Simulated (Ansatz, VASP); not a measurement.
One calculation of BN, two programs

INCAR

```
  ALGO = Normal
  EDIFF = 1E-6
  ENCUT = 600
  GGA = PE
  GGA_COMPAT = False
  ISIF = 2
  ISMEAR = 0
  LASPH = True
  LCHARG = False
  LREAL = False
  LWAVE = False
  NBANDS = 11
  NELM = 120
  PREC = Accurate
  SIGMA = 0.05
```

The input KPOINTS:

```
k-points
0
Gamma
  12 12 12
```

Contents of POSCAR:

```
BN
1.0
    0.0000000000      1.8123485134      1.8123485134
    1.8123485134      0.0000000000      1.8123485134
    1.8123485134      1.8123485134      0.0000000000
B N
1 1
Direct
   -0.0068971282      0.0068971282      0.0068971282
    0.7553229068      0.7446770932      0.7446770932
```

Input for Ansatz:

```yaml
crystal:
  lattice:
    - [0.0, 1.8123485134, 1.8123485134]
    - [1.8123485134, 0.0, 1.8123485134]
    - [1.8123485134, 1.8123485134, 0.0]
  atoms:
    - { symbol: B, position: [-0.0068971282, 0.0068971282, 0.0068971282] }
    - { symbol: "N", position: [0.7553229068, 0.7446770932, 0.7446770932] }
basis:
  ecutwfc: 420
kpoints:
  mp_grid: { grid: [12, 12, 12] }
hamiltonian:
  xc: pbe
scf:
  occupations: { method: gaussian, width: 0.05 }
output:
  forces: true
  stress: true
  eigenvalues: true
```

Change from the starting cell: mode 4 (1026.0 1/cm) frozen in, largest displacement +0.025 Å.

Alike in both runs: task single point; functional PBE; k mesh 12 × 12 × 12; occupations gaussian, width 0.05 eV; no spin polarisation.

```csv
,VASP,Ansatz
version,VASP 6.6.1,Ansatz 0.2.0
potentials or method,"VASP PAW PBE potentials, release 64 (B, N), cutoff 600 eV","scalar-relativistic, plane waves, PAW"
valence electrons in the cell,8,8
```

VASP gave:

- gap on the k mesh at the Fermi level (eV): 4.05
- least direct gap on the mesh (eV): 8.12
- pressure (GPa): 0.5
- traceless stress, the component that is largest in VASP (GPa): -0.88
- rms of the force components (eV/Å): 0.606

**Question.** Estimate Ansatz's values.

**Answer.** gap on the k mesh at the Fermi level (eV): 4.06; least direct gap on the mesh (eV): 8.13; pressure (GPa): 0.6; traceless stress, the component that is largest in VASP (GPa): -0.79; rms of the force components (eV/Å): 0.602.

Atom by atom the forces differ by 0.004 eV/Å (rms over components).
